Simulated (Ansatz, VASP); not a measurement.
# AlP: VASP beside Ansatz

```
Al P
1.0
     0.00000    2.76137    2.76137
     2.76137    0.00000    2.76137
     2.76137    2.76137    0.00000
Al P
1 1
Cartesian
  0.0000 0.0000 0.0000
  1.3807 1.3807 1.3807
```

Alike in both runs: task single point; functional PBE; k mesh 6 × 6 × 6; no spin polarisation.

|  | VASP | Ansatz |
| --- | --- | --- |
| version | VASP 6.6.1 | Ansatz 0.2.0 |
| potentials or method | VASP PAW PBE potentials, release 64 (Al, P), cutoff 500 eV | plane waves, PAW |
| occupations | gaussian, width 0.01 eV | fixed |
| valence electrons in the cell | 8 | 8 |

Ansatz gave:

```
pressure (GPa) : -0.6
```

**Question.** Which values does VASP return?

**Answer.** Pressure (GPa): -0.7.
